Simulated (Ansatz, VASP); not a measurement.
## One calculation of Bi, two programs

```xyz
1
Lattice="-1.6813 1.6813 1.6813 1.6813 -1.6813 1.6813 1.6813 1.6813 -1.6813" Properties=species:S:1:pos:R:3 pbc="T T T"
Bi    0.0000    0.0000    0.0000
```

Change from the starting cell: volume scaled by 0.6, LAPW.

Alike in both runs: task single point; functional PBE; k mesh 13 × 13 × 13; occupations fermi-dirac, width 0.08 eV; no spin polarisation.

|  | VASP | Ansatz |
| --- | --- | --- |
| version | VASP 6.6.1 | Ansatz 0.2.0 |
| potentials or method | VASP PAW PBE potentials, release 64 (Bi_d), cutoff 520 eV | all-electron LAPW, scalar-relativistic |

Ansatz gave:

- pressure (GPa): 86.2

Task: What did VASP give for the same quantities?

Result: Pressure (GPa): 86.1.

Both programs put the cell under a high pressure, so it lies far from rest at this level. Ansatz ran all-electron here, and VASP with PAW potentials.

Neither program's run includes spin-orbit coupling. Noted on VASP's run: the cell as given lies far from equilibrium.
